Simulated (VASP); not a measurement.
# Zr (P6_3/mmc) in VASP: settings compared, part 2 of 3

VASP 6.6.1.

## Step 3: Single point, PBE

This run uses another cell than the first one, of 24.21 Å³/atom.

INCAR

```
PREC = Accurate ; ENCUT = 520
EDIFF = 1E-7 ; ISMEAR = -1
SIGMA = 0.05 ; LREAL = False
LASPH = True ; NELM = 60
ALGO = Normal ; ISIF = 2
LWAVE = False ; LCHARG = True
GGA = PE ; LELF = True
LVHAR = True ; NBANDS = 19
```

KPOINTS

```
Automatic mesh
0
Gamma
  8 8 4
```

POSCAR

```
Zr
1.0
    3.2320000000      0.0000000000      0.0000000000
   -1.6160000000      2.7989941050      0.0000000000
    0.0000000000      0.0000000000      5.3528800000
Zr
2
Direct
    0.6666666667      0.3333333333      0.7500000000
    0.3333333333      0.6666666667      0.2500000000
```

Potentials or basis: VASP PAW PBE potentials, release 64 (Zr_sv).

Command:

```console
> cat potpaw_PBE.64/Zr_sv/POTCAR > POTCAR
> mpirun -np 1 vasp_std > vasp.out
```

OUTCAR:

```text
PREC = Accurate
   ENCUT = 520
   EDIFF = 1E-7
   ISMEAR = -1
   LREAL = False
   LASPH = True
   NELM = 60
   ISIF = 2
   GGA = PE

 ion  position               nearest neighbor table
   1  0.667  0.333  0.750-   2 3.26   2 3.26   2 3.26   2 3.26   2 3.26   2 3.26
   2  0.333  0.667  0.250-   1 3.26   1 3.26   1 3.26   1 3.26   1 3.26   1 3.26

  LATTYP: Found a hexagonal cell.
 ALAT       =     3.2320000000
 C/A-ratio  =     1.6562128713

  Lattice vectors:

 A1 = (   3.2320000000,   0.0000000000,   0.0000000000)
 A2 = (  -1.6160000000,   2.7989941050,   0.0000000000)
 A3 = (   0.0000000000,   0.0000000000,   5.3528800000)

Analysis of symmetry for initial positions (statically):
=====================================================================
 Subroutine PRICEL returns:
 Original cell was already a primitive cell.

 Routine SETGRP: Setting up the symmetry group for a
 hexagonal supercell.

 Subroutine GETGRP returns: Found 24 space group operations
 (whereof 12 operations were pure point group operations)
 out of a pool of 24 trial point group operations.

The static configuration has the point symmetry D_3d.
 The point group associated with its full space group is D_6h.

Analysis of symmetry for dynamics (positions and initial velocities):
=====================================================================
 Subroutine PRICEL returns:
 Original cell was already a primitive cell.

 Routine SETGRP: Setting up the symmetry group for a
 hexagonal supercell.

 Subroutine GETGRP returns: Found 24 space group operations
 (whereof 12 operations were pure point group operations)
 out of a pool of 24 trial point group operations.

The dynamic configuration has the point symmetry D_3d.
 The point group associated with its full space group is D_6h.

 Subroutine INISYM returns: Found 24 space group operations
 (whereof 12 operations are pure point group operations),
 and found     1 'primitive' translations

----------------------------------------------------------------------------------------

                                     Primitive cell

  volume of cell :      48.4240

  direct lattice vectors                    reciprocal lattice vectors
     3.232000000  0.000000000  0.000000000     0.309405941  0.178635603  0.000000000
    -1.616000000  2.798994105  0.000000000     0.000000000  0.357271206  0.000000000
     0.000000000  0.000000000  5.352880000     0.000000000  0.000000000  0.186815322

  length of vectors
     3.232000000  3.232000000  5.352880000     0.357271206  0.357271206  0.186815322

  position of ions in fractional coordinates (direct lattice)
     0.666666667  0.333333333  0.750000000
     0.333333333  0.666666667  0.250000000

  ion indices of the primitive-cell ions
   primitive index   ion index
                 1           1
                 2           2

----------------------------------------------------------------------------------------

 KPOINTS: Automatic mesh

Automatic generation of k-mesh.
 Grid dimensions read from file:
 generate k-points for:    8    8    4

 Generating k-lattice:

  Cartesian coordinates                     Fractional coordinates (reciprocal lattice)
     0.038675743  0.022329450  0.000000000     0.125000000  0.000000000  0.000000000
     0.000000000  0.044658901  0.000000000     0.000000000  0.125000000  0.000000000
     0.000000000  0.000000000  0.046703830     0.000000000  0.000000000  0.250000000

  Length of vectors
     0.044658901  0.044658901  0.046703830

  Shift w.r.t. Gamma in fractional coordinates (k-lattice)
     0.000000000  0.000000000  0.000000000

 Subroutine IBZKPT returns following result:
 ===========================================

 Found     30 irreducible k-points:

 Following reciprocal coordinates:
            Coordinates               Weight
  0.000000  0.000000  0.000000      1.000000
  0.125000  0.000000  0.000000      6.000000
  0.250000  0.000000  0.000000      6.000000
  0.375000  0.000000  0.000000      6.000000
  0.500000  0.000000  0.000000      3.000000
  0.125000  0.125000  0.000000      6.000000
[... 16 lines left out ...]
  0.250000  0.000000  0.500000      6.000000
  0.375000  0.000000  0.500000      6.000000
 [... further k-points ...]
   k-points           NKPTS =     30   k-points in BZ     NKDIM =     30   number of bands    NBANDS=     19
   number of dos      NEDOS =    301   number of ions     NIONS =      2
   total plane-waves  NPLWV =  23040
   dimension x,y,z NGX =    24 NGY =   24 NGZ =   40
   dimension x,y,z NGXF=    48 NGYF=   48 NGZF=   80
   ions per type =               2
   NGX,Y,Z   is equivalent  to a cutoff of  12.34, 12.34, 12.42 a.u.
   NGXF,Y,Z  is equivalent  to a cutoff of  24.69, 24.69, 24.85 a.u.
 SYSTEM =  unknown system
   PREC   = accura    normal or accurate (medium, high low for compatibility)
   ISTART =      0    job   : 0-new  1-cont  2-samecut
   ICHARG =      2    charge: 1-file 2-atom 10-const
   ISPIN  =      1    spin polarized calculation?
   LNONCOLLINEAR =      F non collinear calculations
   LSORBIT =      F    spin-orbit coupling
   LASPH  =      T    aspherical Exc in radial PAW
   ENCUT  =  520.0 eV  38.22 Ry    6.18 a.u.   6.01  6.01  9.95*2*pi/ulx,y,z
   NELM   =     60;   NELMIN=  2; NELMDL= -5     # of ELM steps
   EDIFF  = 0.1E-06   stopping-criterion for ELM
   LREAL  =      F    real-space projection
   EDIFFG = 0.1E-05   stopping-criterion for IOM
   NSW    =      0    number of steps for IOM
   IBRION =     -1    ionic relax: 0-MD 1-quasi-New 2-CG
   NFREE  =      0    steps in history (QN), initial steepest desc. (CG)
   ISIF   =      2    stress and relaxation
   ISYM   =      2    0-nonsym 1-usesym 2-fastsym
   POTIM  = 0.5000    time-step for ionic-motion
   TEBEG  =    0.0;   TEEND  =   0.0 temperature during run
   PSTRESS=    0.0 pullay stress
   NELECT =      24.0000    total number of electrons
   NUPDOWN=      -1.0000    fix difference up-down
   EMIN   =  10.00;   EMAX   =-10.00  energy-range for DOS
   EFERMI =   0.00;   METHOD = LEGACY
   ISMEAR =    -1;   SIGMA  =   0.05  broadening in eV -4-tet -1-fermi 0-gaus
   EFERMI_NEDOS =   21; number of points for ismear=-14 and -15
   IALGO  =     38    algorithm
   IMIX   =      4    mixing-type and parameters
     AMIX     =   0.40;   BMIX     =  1.00
     AMIX_MAG =   1.60;   BMIX_MAG =  1.00
  volume/ion in A,a.u.               =      24.21       163.39
  Fermi-wavevector in a.u.,A,eV,Ry     =   1.295562  2.448258 22.837129  1.678482
  Thomas-Fermi vector in A             =   2.427074
   LORBIT       =      0    0 simple, 1 ext, 2 COOP (PROOUT), +10 PAW based schemes
   GGA     = PE    functional components
   LHFCALC =     F    Hartree Fock is set to
   AEXX    =    0.0000 exact exchange contribution
   IVDW    =     0    specifies the selected vdW correction
   LEPSILON=     F    determine dielectric tensor
   LRPA    =     F    only Hartree local field effects (RPA)
 non-spin polarized calculation
  energy-cutoff  :      520.00
  volume of cell :       48.42
 maximum number of plane-waves:      1324
   NGX = 13   NGY = 13   NGZ = 19

 number of electron      24.0000000 magnetization

 Free energy of the ion-electron system (eV)
  ---------------------------------------------------
  ext. energy  EPLUGINS =         0.00000000
  ---------------------------------------------------
  free energy    TOTEN  =       -17.02895803 eV

  energy without entropy =      -17.01435384  energy(sigma->0) =      -17.02165594

 E-fermi :   8.5734     XC(G=0): -10.9056

 val. band max:        8.5633040743   @ k =   0.3750   0.2500   0.2500
 cond. band min:       8.6748614911   @ k =   0.1250   0.0000   0.0000
 fundamental gap:      0.1115574168
 Fermi energy:         8.5734155533

 k-point     1 :       0.0000    0.0000    0.0000
  band No.  band energies     occupation
      1     -40.3496      2.00000
      2     -40.2376      2.00000
      3     -18.7691      2.00000
      4     -17.9960      2.00000
      5     -17.9960      2.00000
      6     -17.9549      2.00000
[... 11 lines left out ...]
     18      10.8885      0.00000
     19      12.8543      0.00000
[... 485 lines left out ...]
 k-point    24 :       0.3750    0.0000    0.5000
  band No.  band energies     occupation
      1     -40.2228      2.00000
      2     -40.2228      2.00000
      3     -18.6352      2.00000
      4     -18.6352      2.00000
      5     -18.1633      2.00000
      6     -18.1633      2.00000
[... 11 lines left out ...]
     18      12.9910      0.00000
     19      12.9918      0.00000

 [... further k-points ...]

------------------------ aborting loop because EDIFF is reached ----------------------------------------

  FORCE on cell =-STRESS in cart. coord.  units (eV):
  Direction    XX          YY          ZZ          XY          YZ          ZX
  --------------------------------------------------------------------------------------
  -------------------------------------------------------------------------------------
  Total       -0.4710095     -0.4710095     -1.7621304      0.0000000      0.0000000      0.0000000
  in kB      -15.5840175    -15.5840175    -58.3025798      0.0000000      0.0000000      0.0000000
  external PRESSURE =     -29.8235382 kB  Pullay stress =       0.0000000 kB

 VOLUME and BASIS-vectors are now :
 -----------------------------------------------------------------------------
  energy-cutoff  :      520.00
  volume of cell :       48.42
      direct lattice vectors                 reciprocal lattice vectors
     3.232000000  0.000000000  0.000000000     0.309405941  0.178635603  0.000000000
    -1.616000000  2.798994105  0.000000000     0.000000000  0.357271206  0.000000000
     0.000000000  0.000000000  5.352880000     0.000000000  0.000000000  0.186815322

 POSITION                                       TOTAL-FORCE (eV/Angst)
 -----------------------------------------------------------------------------------
      1.61600      0.93300      4.01466         0.000000      0.000000      0.000000
     -0.00000      1.86600      1.33822        -0.000000      0.000000      0.000000
 -----------------------------------------------------------------------------------
    total drift:                               -0.000000      0.000000     -0.000000

  FREE ENERGIE OF THE ION-ELECTRON SYSTEM (eV)
  ---------------------------------------------------
  free  energy   TOTEN  =       -17.0289580349 eV

  energy  without entropy=      -17.0143538444  energy(sigma->0) =      -17.02165594
```

OSZICAR:

```text
N       E                     dE             d eps       ncg     rms          rms(c)
DAV:   1     0.217047688079E+03    0.21705E+03   -0.13089E+04  1140   0.125E+03
DAV:   2    -0.202564089526E+01   -0.21907E+03   -0.21516E+03  1338   0.366E+02
DAV:   3    -0.172840328283E+02   -0.15258E+02   -0.15145E+02  2037   0.704E+01
DAV:   4    -0.177768852828E+02   -0.49285E+00   -0.49221E+00  1336   0.122E+01
DAV:   5    -0.177908000419E+02   -0.13915E-01   -0.13914E-01  1687   0.156E+00    0.133E+01
DAV:   6    -0.171505963443E+02    0.64020E+00   -0.99658E-01  1233   0.743E+00    0.511E+00
DAV:   7    -0.170228838073E+02    0.12771E+00   -0.60761E-01  1512   0.510E+00    0.111E+00
DAV:   8    -0.170288849006E+02   -0.60011E-02   -0.44086E-02  1529   0.145E+00    0.257E-01
DAV:   9    -0.170290150764E+02   -0.13018E-03   -0.16407E-03  1461   0.354E-01    0.385E-02
DAV:  10    -0.170289584429E+02    0.56633E-04   -0.43380E-05  1471   0.385E-02    0.260E-02
DAV:  11    -0.170289583226E+02    0.12033E-06   -0.93162E-06  1360   0.328E-02    0.235E-03
DAV:  12    -0.170289584756E+02   -0.15304E-06   -0.64977E-07  1394   0.487E-03    0.252E-03
DAV:  13    -0.170289581021E+02    0.37351E-06   -0.38167E-08   711   0.178E-03    0.105E-03
DAV:  14    -0.170289580349E+02    0.67227E-07   -0.13687E-08   699   0.119E-03
   1 F= -.17028958E+02 E0= -.17021656E+02  d E =-.146042E-01
```

It took 15 s on 1 thread of Intel Xeon Platinum 8488C (Sapphire Rapids), shared host; peak memory 0.16 GiB.

What came out:

```
Free energy            : -17.0290 eV
Pressure               : -3.0 GPa
Band gap on the k mesh : zero (bands 12 and 13 overlap by 0.82 eV)
```

(Part 2 of 3 ends here.)
